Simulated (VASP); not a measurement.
A run of VASP 6.6.1:

POSCAR

```
YZnSi
1.0
    4.0807598499      0.0000000000      0.0000000000
   -2.0403799250      3.5340416968      0.0000000000
    0.0000000000      0.0000000000      4.0764719667
Y Zn Si
1 1 1
Direct
    0.0000000000      0.0000000000      0.0000000000
    0.3333333333      0.6666666667      0.5000000000
    0.6666666667      0.3333333333      0.5000000000
```

The input INCAR.step1:

```
ALGO = Normal ; EDIFF = 1E-4
ENCUT = 520 ; GGA = PE
ISMEAR = 0 ; LASPH = True
LCHARG = False ; LREAL = False
LWAVE = True ; NBANDS = 20
NELM = 100 ; PREC = Accurate
SIGMA = 0.1
```

INCAR.step2

```
ALGO = Normal ; EDIFF = 1E-6
ENCUT = 520 ; ISIF = 2
ISMEAR = 0 ; ISTART = 1
LASPH = True ; LCHARG = False
LMIXTAU = True ; LREAL = False
LWAVE = False ; METAGGA = R2SCAN
NBANDS = 20 ; NELM = 100
PREC = Accurate ; SIGMA = 0.1
```

Contents of KPOINTS:

```
k-points
0
Gamma
  12 12 10
```

Potentials or basis: VASP PAW PBE potentials, release 64 (Y_sv, Zn, Si).

Command:

```console
$ cat potpaw_PBE.64/Y_sv/POTCAR potpaw_PBE.64/Zn/POTCAR potpaw_PBE.64/Si/POTCAR > POTCAR
$ cp INCAR.step1 INCAR
$ mpirun -np 1 vasp_std > vasp.out
$ cp INCAR.step2 INCAR
$ mpirun -np 1 vasp_std > vasp.out
```

Hardware: 1 thread of Intel(R) Xeon(R) 6975P-C (Granite Rapids), with other jobs on the host.

How long does it take, and how much memory?

Wall time 2.9 min on 1 thread of Intel(R) Xeon(R) 6975P-C (Granite Rapids), with other jobs on the host, peak memory 0.3 GiB. Counts: k points 114.
